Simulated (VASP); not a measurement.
The system is SiC.

```
CELL_PARAMETERS angstrom
0.00000 2.17400 2.17400
2.17400 0.00000 2.17400
2.17400 2.17400 0.00000
ATOMIC_POSITIONS crystal
Si 0.00000 0.00000 0.00000
C 0.75000 0.75000 0.75000
```

```yaml
Program: VASP 6.6.1
Task: relaxation of cell and atoms
Functional: PBE
Potentials_or_basis: VASP PAW PBE potentials, release 64 (Si, C)
Cutoff: 600 eV
k_mesh: 12 × 12 × 12
Occupations: gaussian, width 0.02 eV
Spin: no spin polarisation
```

At the start: pressure 4.6 GPa; volume 10.27 Å³/atom.

Q: Where does the relaxation end?

A: Over 3 steps the energy falls by 3.1 meV/atom and the volume is 10.49 Å³/atom (+2.1 %); space group F-43m (No. 216, to 0.05 Å).

The path:
```csv
step,energy change (eV),largest force (eV/Å),pressure (GPa),volume (Å³)
1,0.0000,0.0000,4.65,20.55
2,0.0004,0.0000,-4.43,21.45
3,-0.0062,0.0000,0.00,20.99
```

Final structure:
```
Si C
1.0
     0.00000    2.18929    2.18929
     2.18929    0.00000    2.18929
     2.18929    2.18929    0.00000
Si C
1 1
Cartesian
  0.0000 0.0000 0.0000
  3.2839 3.2839 3.2839
```
